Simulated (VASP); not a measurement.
# S in VASP: notebook, part 2 of 2

VASP 6.6.1.

## 4. Single point, LDA (strain -0.030 along x and y, -0.015 along z)

File INCAR:

```
SYSTEM = S
PREC = Accurate ; ENCUT = 520
EDIFF = 1E-6 ; ISMEAR = 0
SIGMA = 0.15 ; LREAL = .FALSE.
LASPH = .TRUE. ; NELM = 60
ALGO = Normal ; ISIF = 2
LWAVE = .FALSE. ; LCHARG = .FALSE.
NBANDS = 9
```

File KPOINTS:

```
Automatic mesh
0
G
  20 20 20
  0 0 0
```

File POSCAR:

```
S
1.0
    0.0000000000      1.9345198337      1.9644350888
    1.9345198337      0.0000000000      1.9644350888
    1.9345198337      1.9345198337      0.0000000000
S
1
Direct
    0.0000000000      0.0000000000      0.0000000000
```

Potentials or basis: VASP PAW LDA potentials, release 64 (S).

Run with:

```sh
cat potpaw_LDA.64/S/POTCAR > POTCAR
mpirun -np 1 vasp_std > vasp.out
```

OUTCAR:

```text
SYSTEM = S
   PREC = Accurate
   ENCUT = 520
   EDIFF = 1E-6
   ISMEAR = 0
   LREAL = .FALSE.
   LASPH = .TRUE.
   NELM = 60
   ISIF = 2

 ion  position               nearest neighbor table
   1  0.000  0.000  0.000-

  LATTYP: Found a body centered tetragonal cell.
 ALAT       =     2.7358241855
 C/A-ratio  =     1.4360828442

  Lattice vectors:

 A1 = (  -1.9345198337,   0.0000000000,   1.9644350888)
 A2 = (   1.9345198337,   0.0000000000,   1.9644350888)
 A3 = (   0.0000000000,   1.9345198337,  -1.9644350888)

Analysis of symmetry for initial positions (statically):
=====================================================================
 Subroutine PRICEL returns:
 Original cell was already a primitive cell.

 Routine SETGRP: Setting up the symmetry group for a
 body centered tetragonal supercell.

 Subroutine GETGRP returns: Found 16 space group operations
 (whereof 16 operations were pure point group operations)
 out of a pool of 16 trial point group operations.

The static configuration has the point symmetry D_4h.

Analysis of symmetry for dynamics (positions and initial velocities):
=====================================================================
 Subroutine PRICEL returns:
 Original cell was already a primitive cell.

 Routine SETGRP: Setting up the symmetry group for a
 body centered tetragonal supercell.

 Subroutine GETGRP returns: Found 16 space group operations
 (whereof 16 operations were pure point group operations)
 out of a pool of 16 trial point group operations.

The dynamic configuration has the point symmetry D_4h.

 Subroutine INISYM returns: Found 16 space group operations
 (whereof 16 operations are pure point group operations),
 and found     1 'primitive' translations

[... 114 lines left out ...]
  Fermi-wavevector in a.u.,A,eV,Ry     =   1.214285  2.294666 20.061622  1.474488
  Thomas-Fermi vector in A             =   2.349710
   LORBIT       =      0    0 simple, 1 ext, 2 COOP (PROOUT), +10 PAW based schemes
   GGA     = CA    functional components
   LHFCALC =     F    Hartree Fock is set to
   AEXX    =    0.0000 exact exchange contribution
   IVDW    =     0    specifies the selected vdW correction
   LEPSILON=     F    determine dielectric tensor
   LRPA    =     F    only Hartree local field effects (RPA)
 non-spin polarized calculation
 Gauss-broadening in eV      SIGMA  =   0.15
  energy-cutoff  :      520.00
  volume of cell :       14.70
 maximum number of plane-waves:       405
 NGX is ok and might be reduce to    24
   NGX = 11   NGY = 11   NGZ = 11

 number of electron       6.0000000 magnetization

 Free energy of the ion-electron system (eV)
  ---------------------------------------------------
  ext. energy  EPLUGINS =         0.00000000
  ---------------------------------------------------
  free energy    TOTEN  =        -3.69582347 eV

  energy without entropy =       -3.68773842  energy(sigma->0) =       -3.69178094

 E-fermi :   8.4602     XC(G=0): -11.6921

 val. band max:        8.4513000746   @ k =   0.4000   0.3000   0.0000
 cond. band min:       8.4647878318   @ k =  -0.3000   0.3000   0.2500
 fundamental gap:      0.0134877572
 Fermi energy:         8.4601824995

 k-point     1 :       0.0000    0.0000    0.0000
  band No.  band energies     occupation
      1      -8.9798      2.00000
      2      12.0435      0.00000
      3      12.0574      0.00000
      4      12.0574      0.00000
      5      20.4653      0.00000
      6      20.6815      0.00000
      7      20.6815      0.00000
      8      23.8862      0.00000
      9      26.0835      0.00000
[... 265 lines left out ...]
 k-point    24 :      -0.3500    0.0500    0.0000
  band No.  band energies     occupation
      1      -5.7191      2.00000
      2       2.5893      2.00000
      3      10.1180      0.00000
      4      11.0183      0.00000
      5      18.6393      0.00000
      6      20.1307      0.00000
      7      20.4196      0.00000
      8      26.5669      0.00000
      9      27.6440      0.00000

 [... further k-points ...]

------------------------ aborting loop because EDIFF is reached ----------------------------------------

  FORCE on cell =-STRESS in cart. coord.  units (eV):
  Direction    XX          YY          ZZ          XY          YZ          ZX
  --------------------------------------------------------------------------------------
  -------------------------------------------------------------------------------------
  Total       -0.0427759     -0.0427759      0.0929966      0.0000000      0.0000000      0.0000000
  in kB       -4.6611747     -4.6611747     10.1336002      0.0000000      0.0000000      0.0000000
  external PRESSURE =       0.2704169 kB  Pullay stress =       0.0000000 kB

 VOLUME and BASIS-vectors are now :
 -----------------------------------------------------------------------------
  energy-cutoff  :      520.00
  volume of cell :       14.70
      direct lattice vectors                 reciprocal lattice vectors
     0.000000000  1.934519834  1.964435089    -0.258462070  0.258462070  0.254526099
     1.934519834  0.000000000  1.964435089     0.258462070 -0.258462070  0.254526099
     1.934519834  1.934519834  0.000000000     0.258462070  0.258462070 -0.254526099

 POSITION                                       TOTAL-FORCE (eV/Angst)
 -----------------------------------------------------------------------------------
      0.00000      0.00000      0.00000         0.000000     -0.000000      0.000000
 -----------------------------------------------------------------------------------
    total drift:                                0.000000      0.000000     -0.000000

  FREE ENERGIE OF THE ION-ELECTRON SYSTEM (eV)
  ---------------------------------------------------
  free  energy   TOTEN  =        -3.6958234682 eV

  energy  without entropy=       -3.6877384157  energy(sigma->0) =       -3.69178094
```

stdout:

```text
POSCAR found type information on POSCAR S
 POSCAR found :  1 types and       1 ions
 scaLAPACK will be used
 LDA part: xc-table for (Slater(with rela. corr.)+CA(PZ))
 , standard interpolation
 POSCAR, INCAR and KPOINTS ok, starting setup
 FFT: planning ... GRIDC
 FFT: planning ... GRID_SOFT
 FFT: planning ... GRID
 WAVECAR not read
 entering main loop
```

It took 50 s on 1 thread of Intel Xeon 8259CL, shared host; peak memory 0.18 GiB.

What came out:

```yaml
Free_energy: -3.6958 eV
Pressure: 0.0 GPa
Band_gap_on_the_k_mesh: zero (band 3 reaches 12.06 eV, above the bottom of band 4 at 5.52 eV)
```

Caveat: the cell differs from its parent crystal (strain -0.030 along x and y, -0.015 along z).

## 5. Single point, LDA (strain -0.030 along x and y, +0.000 along z)

File INCAR:

```
SYSTEM = S
PREC = Accurate ; ENCUT = 520
EDIFF = 1E-6 ; ISMEAR = 0
SIGMA = 0.15 ; LREAL = .FALSE.
LASPH = .TRUE. ; NELM = 80
ALGO = Normal ; ISIF = 2
LWAVE = .FALSE. ; LCHARG = .FALSE.
GGA = CA ; NBANDS = 9
```

KPOINTS is that of step 4.

File POSCAR:

```
S
1.0
    0.0000000000      1.9345198337      1.9943503440
    1.9345198337      0.0000000000      1.9943503440
    1.9345198337      1.9345198337      0.0000000000
S
1
Direct
    0.0000000000      0.0000000000      0.0000000000
```

Run with:

```sh
cat potpaw_LDA.64/S/POTCAR > POTCAR
mpirun -np 1 vasp_std > vasp.out
```

Run time: 57 s. Hardware: 1 thread of Intel Xeon 8259CL, shared host; peak memory 0.18 GiB.

The run converged. Its results:

```
Free energy            : -3.6969 eV
Pressure               : -1.5 GPa
Band gap on the k mesh : zero (band 3 reaches 11.74 eV, above the bottom of band 4 at 5.33 eV)
```

Stress tensor (GPa, compression positive):
```
-2.38  0.00  0.00
 0.00 -2.38  0.00
 0.00  0.00  0.39
```

Levels at points of the mesh, in eV from the Fermi level:
| k point | band 1 | band 2 | band 3 | band 4 | band 5 | band 6 |
| --- | --- | --- | --- | --- | --- | --- |
| (0.00, 0.00, 0.00) | -17.28 | 3.48 | 3.51 | 3.51 | 11.86 | 12.29 |
| (0.50, 0.00, 0.00) | -12.76 | -7.98 | 1.86 | 2.32 | 9.52 | 11.09 |
| (0.50, 0.50, 0.00) | -11.22 | -7.07 | -0.61 | -0.61 | 5.48 | 5.76 |
| (0.50, 0.00, 0.50) | -10.77 | -6.81 | -1.18 | -0.87 | 4.99 | 5.50 |

Caveat: the cell differs from its parent crystal (strain -0.030 along x and y, +0.000 along z).

## 6. Single point, LDA (strain -0.015 along x and y, -0.030 along z)

File INCAR:

```
PREC     = Accurate       # precision mode
ENCUT    = 520            # plane-wave cutoff, eV
EDIFF    = 1E-6           # SCF threshold, eV
ISMEAR   = 0              # smearing method
SIGMA    = 0.15           # smearing width, eV
LREAL    = False          # projectors in reciprocal space
LASPH    = True           # aspherical terms in the spheres
NELM     = 100            # most SCF steps
ALGO     = Normal         # electronic algorithm
ISIF     = 2              # what is computed and relaxed
LWAVE    = False          # write WAVECAR
LCHARG   = False          # write CHGCAR
GGA      = CA             # functional
NBANDS   = 9              # bands
```

File KPOINTS:

```
regular mesh
0
Gamma
  20 20 20
```

File POSCAR:

```
S
1.0
    0.0000000000      1.9644350888      1.9345198337
    1.9644350888      0.0000000000      1.9345198337
    1.9644350888      1.9644350888      0.0000000000
S
1
Direct
    0.0000000000      0.0000000000      0.0000000000
```

Potentials or basis: VASP PAW LDA potentials, release 64 (S).

Run with:

```sh
cat potpaw_LDA.64/S/POTCAR > POTCAR
mpirun -np 1 vasp_std > vasp.out
```

OUTCAR:

```text
PREC = Accurate
   ENCUT = 520
   EDIFF = 1E-6
   ISMEAR = 0
   LREAL = False
   LASPH = True
   NELM = 100
   ISIF = 2
   GGA = CA

 ion  position               nearest neighbor table
   1  0.000  0.000  0.000-

  LATTYP: Found a body centered tetragonal cell.
 ALAT       =     2.7781307450
 C/A-ratio  =     1.3926773153

  Lattice vectors:

 A1 = (   0.0000000000,  -1.9644350888,  -1.9345198337)
 A2 = (   0.0000000000,   1.9644350888,  -1.9345198337)
[... 468 lines left out ...]
      9      27.4053      0.00000

 [... further k-points ...]

------------------------ aborting loop because EDIFF is reached ----------------------------------------

  FORCE on cell =-STRESS in cart. coord.  units (eV):
  Direction    XX          YY          ZZ          XY          YZ          ZX
  --------------------------------------------------------------------------------------
  -------------------------------------------------------------------------------------
  Total       -0.0965884     -0.0965884     -0.2178568      0.0000000      0.0000000      0.0000000
  in kB      -10.3647054    -10.3647054    -23.3777707      0.0000000      0.0000000      0.0000000
  external PRESSURE =     -14.7023939 kB  Pullay stress =       0.0000000 kB

 VOLUME and BASIS-vectors are now :
 -----------------------------------------------------------------------------
  energy-cutoff  :      520.00
  volume of cell :       14.93
      direct lattice vectors                 reciprocal lattice vectors
     0.000000000  1.964435089  1.934519834    -0.254526099  0.254526099  0.258462070
     1.964435089  0.000000000  1.934519834     0.254526099 -0.254526099  0.258462070
     1.964435089  1.964435089  0.000000000     0.254526099  0.254526099 -0.258462070

 POSITION                                       TOTAL-FORCE (eV/Angst)
 -----------------------------------------------------------------------------------
      0.00000      0.00000      0.00000        -0.000000      0.000000      0.000000
 -----------------------------------------------------------------------------------
    total drift:                                0.000000      0.000000     -0.000000

  FREE ENERGIE OF THE ION-ELECTRON SYSTEM (eV)
  ---------------------------------------------------
  free  energy   TOTEN  =        -3.6948401217 eV

  energy  without entropy=       -3.6864565197  energy(sigma->0) =       -3.69064832
```

stdout:

```text
POSCAR found type information on POSCAR S
 POSCAR found :  1 types and       1 ions
 scaLAPACK will be used
 LDA part: xc-table for (Slater(with rela. corr.)+CA(PZ))
 , standard interpolation
 POSCAR, INCAR and KPOINTS ok, starting setup
 FFT: planning ... GRIDC
 FFT: planning ... GRID_SOFT
 FFT: planning ... GRID
 WAVECAR not read
 entering main loop
```

Run time: 69 s. Hardware: 1 thread of Intel Xeon 8259CL, shared host; peak memory 0.18 GiB.

What came out:

```
Free energy            : -3.6948 eV
Pressure               : -1.5 GPa
Band gap on the k mesh : zero (band 3 reaches 11.73 eV, above the bottom of band 4 at 5.31 eV)
```

Stress tensor (GPa, compression positive):
```
-1.04  0.00  0.00
 0.00 -1.04  0.00
 0.00  0.00 -2.34
```

Caveat: the cell differs from its parent crystal (strain -0.015 along x and y, -0.030 along z).

## 7. The runs side by side

```csv
cell,gap on the mesh (eV),pressure (GPa)
"a = 2.736 Å, angles 60.0°, 1 atom",none,1.6
"a = 2.905 Å, angles 60.0°, 1 atom",none,-11.8
"a = 2.757, b = 2.757, c = 2.736 Å, angles 60.3, 60.3, 59.5°, 1 atom",none,0.0
"a = 2.778, b = 2.778, c = 2.736 Å, angles 60.5, 60.5, 59.0°, 1 atom",none,-1.5
"a = 2.757, b = 2.757, c = 2.778 Å, angles 59.7, 59.7, 60.5°, 1 atom",none,-1.5
```

Alike in all rows: task single point; level LDA; potentials or basis VASP PAW LDA potentials, release 64 (S); no spin polarisation; k mesh 20 × 20 × 20; cutoff (eV) 520; smearing gaussian 0.15 eV.

Total energies depend on the potentials used, so only differences within one code and one set of settings carry meaning.
